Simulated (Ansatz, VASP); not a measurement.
## One calculation of Cu, two programs

```
CELL_PARAMETERS angstrom
2.63021 0.00000 0.01156
-1.31511 2.19400 -0.00578
0.01875 0.00000 4.20116
ATOMIC_POSITIONS crystal
Cu 0.31055 0.62110 0.25000
Cu 0.68945 0.37890 0.75000
```

Alike in both runs: task single point; functional PBE; k mesh 16 × 16 × 10; occupations gaussian, width 0.1 eV; no spin polarisation.

|  | VASP | Ansatz |
| --- | --- | --- |
| version | VASP 6.6.1 | Ansatz 0.2.0 |
| potentials or method | VASP PAW PBE potentials, release 64 (Cu), cutoff 520 eV | scalar-relativistic, plane waves, PAW |
| valence electrons in the cell | 22 | 38 |

```tsv
	VASP	Ansatz	Ansatz less VASP
gap on the k mesh at the Fermi level (eV)	none	none	-
pressure (GPa)	-0.4	-1.5	-1.12
traceless stress, the component that is largest in VASP (GPa)	0.77	0.78	+0.014
rms of the force components (eV/Å)	0.068	0.068	-0.0002
```

Atom by atom the forces differ by 0.000 eV/Å (rms over components). A gap of «none» marks a metal or a gap that the smearing closes. VASP's potentials hold 22 valence electrons a cell and Ansatz's 38, so a difference there can come from the potentials and not from the codes.
